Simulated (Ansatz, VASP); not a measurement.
# One calculation of K3TaO3, two programs

```
K Ta O
1.0
     3.96935    2.29171    3.40903
    -3.96935    2.29171    3.40903
     0.00000   -4.58341    3.40903
K Ta O
3 1 3
Direct
  0.75409 0.26944 0.75409
  0.75409 0.75409 0.26944
  0.26944 0.75409 0.75409
  0.29684 0.29684 0.29684
  0.46385 0.06662 0.46385
  0.46385 0.46385 0.06662
  0.06662 0.46385 0.46385
```

Alike in both runs: functional PBE; k mesh 2 × 2 × 2; occupations gaussian, width 0.15 eV; no spin polarisation.

Ansatz relaxed the structure, and its values are those at the end. VASP's run is a single point on that final structure, the one shown.

|  | VASP | Ansatz |
| --- | --- | --- |
| version | VASP 6.6.1 | Ansatz 0.2.0 |
| potentials or method | VASP PAW PBE potentials, release 64 (K_sv, Ta_pv, O), cutoff 520 eV | scalar-relativistic, plane waves, PAW |
| valence electrons in the cell | 56 | 58 |

```csv
,VASP,Ansatz,Ansatz less VASP
gap on the k mesh at the Fermi level (eV),1.21,1.20,-0.012
least direct gap on the mesh (eV),1.44,1.43,-0.010
pressure (GPa),0.7,0.4,-0.32
rms of the force components (eV/Å),0.096,0.037,-0.0587
```

VASP's potentials hold 56 valence electrons a cell and Ansatz's 58, so a difference there can come from the potentials and not from the codes.

The k mesh is coarse, so the values compare programs but aren't converged. Spin-orbit coupling is off throughout.
